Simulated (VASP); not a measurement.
# Si3Br (Fm-3m) in VASP: single point with PBE

Aim: the single point of Si3Br with PBE.

All numbers are computed with VASP 6.6.1; they aren't measurements. Logs are shortened: lines on timing, memory, paths and dates and some standing lists are left out, and cuts for length are marked.

## 1. The cell of the first run

It takes space group Fm-3m (No. 225, cubic). The conventional cell has a = 6.589 Å, b = 6.589 Å, c = 6.589 Å, α = 90.00°, β = 90.00°, γ = 90.00°. Si (site symmetry -43m) has 10 Si at 2.85 to 3.29 Å and 4 Br at 2.85 Å within 3.8 Å. Si (site symmetry m-3m) has 8 Si at 2.85 Å and 6 Br at 3.29 Å within 3.8 Å. Br (site symmetry m-3m) has 14 Si at 2.85 to 3.29 Å within 3.8 Å.

## 2. Single point, PBE

File POSCAR:

```
Si3Br
1.0
    0.0000000000      3.2943684035      3.2943684035
    3.2943684035      0.0000000000      3.2943684035
    3.2943684035      3.2943684035      0.0000000000
Si Br
3 1
Direct
    0.2500000000      0.2500000000      0.2500000000
    0.7500000000      0.7500000000      0.7500000000
    0.5000000000      0.5000000000      0.5000000000
    0.0000000000      0.0000000000      0.0000000000
```

File INCAR.step1:

```
  PREC = Accurate
  ENCUT = 520
  EDIFF = 1E-6
  ISMEAR = 0
  SIGMA = 0.1
  LREAL = False
  LASPH = True
  NELM = 100
  ALGO = Normal
  ISIF = 2
  LWAVE = False
  LCHARG = True
  GGA = PE
  NBANDS = 18
```

File KPOINTS.step1:

```
regular mesh
0
Gamma
  12 12 12
```

File INCAR.step2:

```
  PREC = Accurate
  ENCUT = 520
  EDIFF = 1E-6
  ISMEAR = -5
  SIGMA = 0.1
  LREAL = False
  LASPH = True
  NELM = 100
  ALGO = Normal
  ISIF = 2
  LWAVE = False
  LCHARG = False
  GGA = PE
  LORBIT = 11
  NBANDS = 18
  NEDOS = 1001
  ICHARG = 11
```

File KPOINTS.step2:

```
regular mesh
0
Gamma
  18 18 18
```

Potentials or basis: VASP PAW PBE potentials, release 64 (Si, Br).

Started as:

```bash
$ cat potpaw_PBE.64/Si/POTCAR potpaw_PBE.64/Br/POTCAR > POTCAR
$ cp INCAR.step1 INCAR
$ cp KPOINTS.step1 KPOINTS
$ mpirun -np 1 vasp_std > vasp.out
$ cp INCAR.step2 INCAR
$ cp KPOINTS.step2 KPOINTS
$ mpirun -np 1 vasp_std > vasp.out
```

OUTCAR:

```text
PREC = Accurate
   ENCUT = 520
   EDIFF = 1E-6
   ISMEAR = -5
   LREAL = False
   LASPH = True
   NELM = 100
   ISIF = 2
   GGA = PE
   LORBIT = 11
   ICHARG = 11

 ion  position               nearest neighbor table
   1  0.250  0.250  0.250-   4 2.85   4 2.85   4 2.85   3 2.85   4 2.85   3 2.85   3 2.85   3 2.85

   2  0.750  0.750  0.750-   3 2.85   3 2.85   3 2.85   3 2.85   4 2.85   4 2.85   4 2.85   4 2.85

   3  0.500  0.500  0.500-   1 2.85   1 2.85   1 2.85   1 2.85   2 2.85   2 2.85   2 2.85   2 2.85

   4  0.000  0.000  0.000-   2 2.85   2 2.85   2 2.85   1 2.85   2 2.85   1 2.85   1 2.85   1 2.85

  LATTYP: Found a face centered cubic cell.
 ALAT       =     6.5887368070

  Lattice vectors:

 A1 = (   0.0000000000,   3.2943684035,   3.2943684035)
 A2 = (   3.2943684035,   0.0000000000,   3.2943684035)
 A3 = (   3.2943684035,   3.2943684035,   0.0000000000)

Analysis of symmetry for initial positions (statically):
=====================================================================
 Subroutine PRICEL returns:
 Original cell was already a primitive cell.

 Routine SETGRP: Setting up the symmetry group for a
 face centered cubic supercell.

 Subroutine GETGRP returns: Found 48 space group operations
 (whereof 48 operations were pure point group operations)
 out of a pool of 48 trial point group operations.

The static configuration has the point symmetry O_h .

Analysis of symmetry for dynamics (positions and initial velocities):
=====================================================================
 Subroutine PRICEL returns:
 Original cell was already a primitive cell.

 Routine SETGRP: Setting up the symmetry group for a
 face centered cubic supercell.

 Subroutine GETGRP returns: Found 48 space group operations
 (whereof 48 operations were pure point group operations)
 out of a pool of 48 trial point group operations.

The dynamic configuration has the point symmetry O_h .

 Subroutine INISYM returns: Found 48 space group operations
 (whereof 48 operations are pure point group operations),
 and found     1 'primitive' translations

----------------------------------------------------------------------------------------

                                     Primitive cell

  volume of cell :      71.5067

  direct lattice vectors                    reciprocal lattice vectors
     0.000000000  3.294368404  3.294368404    -0.151774161  0.151774161  0.151774161
     3.294368404  0.000000000  3.294368404     0.151774161 -0.151774161  0.151774161
     3.294368404  3.294368404  0.000000000     0.151774161  0.151774161 -0.151774161

[... 101 lines left out ...]
   NUPDOWN=      -1.0000    fix difference up-down
   EMIN   =  10.00;   EMAX   =-10.00  energy-range for DOS
   EFERMI =   0.00;   METHOD = LEGACY
   ISMEAR =    -5;   SIGMA  =   0.10  broadening in eV -4-tet -1-fermi 0-gaus
   EFERMI_NEDOS =   21; number of points for ismear=-14 and -15
   IALGO  =     38    algorithm
   IMIX   =      4    mixing-type and parameters
     AMIX     =   0.40;   BMIX     =  1.00
     AMIX_MAG =   1.60;   BMIX_MAG =  1.00
  volume/ion in A,a.u.               =      17.88       120.64
  Fermi-wavevector in a.u.,A,eV,Ry     =   1.052472  1.988884 15.071136  1.107697
  Thomas-Fermi vector in A             =   2.187556
   LORBIT       =     11    0 simple, 1 ext, 2 COOP (PROOUT), +10 PAW based schemes
   GGA     = PE    functional components
   LHFCALC =     F    Hartree Fock is set to
   AEXX    =    0.0000 exact exchange contribution
   IVDW    =     0    specifies the selected vdW correction
   LEPSILON=     F    determine dielectric tensor
   LRPA    =     F    only Hartree local field effects (RPA)
 non-spin polarized calculation
 Fermi weights with tetrahedron method with Bloechl corrections
  energy-cutoff  :      520.00
  volume of cell :       71.51
 maximum number of plane-waves:      1964

 number of electron      18.9999999 magnetization

 Free energy of the ion-electron system (eV)
  ---------------------------------------------------
  ext. energy  EPLUGINS =         0.00000000
  ---------------------------------------------------
  free energy    TOTEN  =       -14.90670624 eV

  energy without entropy =      -14.90670624  energy(sigma->0) =      -14.90670624

 E-fermi :   7.4220     XC(G=0): -10.5632

 val. band max:        7.5125458529   @ k =  -0.2222   0.2778   0.0556
 cond. band min:       7.2925883113   @ k =   0.1111   0.1111   0.0000
 fundamental gap:     -0.2199575416
 Fermi energy:         7.4219666034

 k-point     1 :       0.0000    0.0000    0.0000
  band No.  band energies     occupation
      1      -9.4540      2.00000
      2      -2.0765      2.00000
      3       2.4654      2.00000
      4       2.4654      2.00000
      5       2.4654      2.00000
      6       3.1433      2.00000
[... 481 lines left out ...]
      5       2.2999      2.00000
      6       3.5024      2.00000
[... 10 lines left out ...]
     17      13.3399      0.00000
     18      14.0412      0.00000

 [... further k-points ...]

------------------------ aborting loop because EDIFF is reached ----------------------------------------

  FORCE on cell =-STRESS in cart. coord.  units (eV):
  Direction    XX          YY          ZZ          XY          YZ          ZX
  --------------------------------------------------------------------------------------
  -------------------------------------------------------------------------------------
  Total        0.0069028      0.0069028      0.0069028      0.0000000      0.0000000     -0.0000000
  in kB        0.1546650      0.1546650      0.1546650      0.0000000      0.0000000     -0.0000000
  external PRESSURE =       0.1546650 kB  Pullay stress =       0.0000000 kB

 VOLUME and BASIS-vectors are now :
 -----------------------------------------------------------------------------
  energy-cutoff  :      520.00
  volume of cell :       71.51
      direct lattice vectors                 reciprocal lattice vectors
     0.000000000  3.294368404  3.294368404    -0.151774161  0.151774161  0.151774161
     3.294368404  0.000000000  3.294368404     0.151774161 -0.151774161  0.151774161
     3.294368404  3.294368404  0.000000000     0.151774161  0.151774161 -0.151774161

 POSITION                                       TOTAL-FORCE (eV/Angst)
 -----------------------------------------------------------------------------------
      1.64718      1.64718      1.64718         0.000000      0.000000      0.000000
      4.94155      4.94155      4.94155        -0.000000     -0.000000     -0.000000
      3.29437      3.29437      3.29437         0.000000      0.000000      0.000000
      0.00000      0.00000      0.00000         0.000000      0.000000      0.000000
 -----------------------------------------------------------------------------------
    total drift:                               -0.000000      0.000000      0.000000

  FREE ENERGIE OF THE ION-ELECTRON SYSTEM (eV)
  ---------------------------------------------------
  free  energy   TOTEN  =       -14.9067062415 eV

  energy  without entropy=      -14.9067062415  energy(sigma->0) =      -14.90670624

 total charge

# of ion       s       p       d       tot
------------------------------------------
    1        0.906   0.574   0.000   1.480
    2        0.906   0.574   0.000   1.480
    3        0.828   0.693   0.000   1.521
    4        1.650   3.129   0.085   4.865
--------------------------------------------------
tot          4.291   4.970   0.085   9.346
```

OUTCAR.step1:

```text
PREC = Accurate
   ENCUT = 520
   EDIFF = 1E-6
   ISMEAR = 0
   LREAL = False
[... 735 lines left out ...]
      1.64718      1.64718      1.64718         0.000000      0.000000      0.000000
      4.94155      4.94155      4.94155        -0.000000     -0.000000     -0.000000
      3.29437      3.29437      3.29437        -0.000000      0.000000      0.000000
      0.00000      0.00000      0.00000        -0.000000      0.000000      0.000000
 -----------------------------------------------------------------------------------
    total drift:                               -0.000000      0.000000      0.000000

  FREE ENERGIE OF THE ION-ELECTRON SYSTEM (eV)
  ---------------------------------------------------
  free  energy   TOTEN  =       -14.9146341856 eV

  energy  without entropy=      -14.9036550426  energy(sigma->0) =      -14.90914461
```

OSZICAR.step1:

```text
N       E                     dE             d eps       ncg     rms          rms(c)
DAV:   1     0.429647601471E+02    0.42965E+02   -0.73805E+03  2592   0.870E+02
DAV:   2    -0.121456617339E+02   -0.55110E+02   -0.52239E+02  3474   0.134E+02
DAV:   3    -0.149754369456E+02   -0.28298E+01   -0.27584E+01  3134   0.267E+01
DAV:   4    -0.149951103146E+02   -0.19673E-01   -0.19659E-01  3082   0.283E+00
DAV:   5    -0.149952500876E+02   -0.13977E-03   -0.13976E-03  3050   0.230E-01    0.103E+01
DAV:   6    -0.149228390943E+02    0.72411E-01   -0.11744E-01  2898   0.159E+00    0.636E+00
DAV:   7    -0.149163577198E+02    0.64814E-02   -0.55179E-02  3088   0.103E+00    0.113E+00
DAV:   8    -0.149146305594E+02    0.17272E-02   -0.70759E-03  2794   0.405E-01    0.161E-01
DAV:   9    -0.149146285116E+02    0.20478E-05   -0.54174E-04  2800   0.138E-01    0.722E-02
DAV:  10    -0.149146328911E+02   -0.43795E-05   -0.30602E-05  3134   0.287E-02    0.410E-02
DAV:  11    -0.149146346042E+02   -0.17130E-05   -0.87756E-06  2920   0.165E-02    0.266E-02
DAV:  12    -0.149146341856E+02    0.41856E-06   -0.95307E-07  1532   0.618E-03
   1 F= -.14914634E+02 E0= -.14909145E+02  d E =-.109791E-01
```

Wall time 4.1 min (1 thread of Intel Xeon 8259CL, shared host); peak memory 0.35 GiB.

Results:

```
Valence electrons inside the program's atomic spheres : Si 1.48, 1.52 (each value once); Br 4.87
```

Caveat: an odd number of electrons without spin polarisation forces a metal; a magnetic or distorted state may lie lower.
